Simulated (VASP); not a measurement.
Crystal: TaOF.

```
CELL_PARAMETERS angstrom
3.43340 0.00000 0.00000
-1.71670 2.97341 0.00000
0.00000 0.00000 3.42938
ATOMIC_POSITIONS crystal
Ta 0.00000 0.00000 0.50000
O 0.66667 0.33333 0.50000
F 0.33333 0.66667 0.00000
```

The cell was generated, and may not be a known phase.

```yaml
Program: VASP 6.6.1
Task: relaxation of cell and atoms
Functional: PBE
Potentials_or_basis: VASP PAW PBE potentials, release 64 (Ta_pv, O, F)
Cutoff: 600 eV
k_mesh: 6 × 6 × 6
Occupations: gaussian, width 0.1 eV
Spin: no spin polarisation
```

At the start: pressure 6.1 GPa; volume 11.67 Å³/atom.

Task: Where does the relaxation end?

Result: Over 5 steps the energy falls by 151.8 meV/atom and the volume is 10.69 Å³/atom (-8.4 %); space group P-6m2 (No. 187, to 0.1 Å) before and after.

The path:
```tsv
step	energy change (eV)	largest force (eV/Å)	pressure (GPa)	volume (Å³)
1	0.0000	0.0000	6.09	35.01
2	-0.1235	0.0000	-14.95	37.19
3	-0.1516	0.0000	-9.28	36.51
4	-0.3545	0.0000	-6.01	34.24
5	-0.4554	0.0000	-0.44	32.07
```

Final structure:
```xyz
3
Lattice="3.6030 0.0000 0.0000 -1.8015 3.1203 0.0000 0.0000 0.0000 2.8522" Properties=species:S:1:pos:R:3 pbc="T T T"
Ta    0.0000    0.0000    1.4261
O     1.8015    1.0401    1.4261
F     0.0000    2.0802    0.0000
```

Caveat: a cell axis changed by over 15 % at a fixed basis, so the end point is rough.
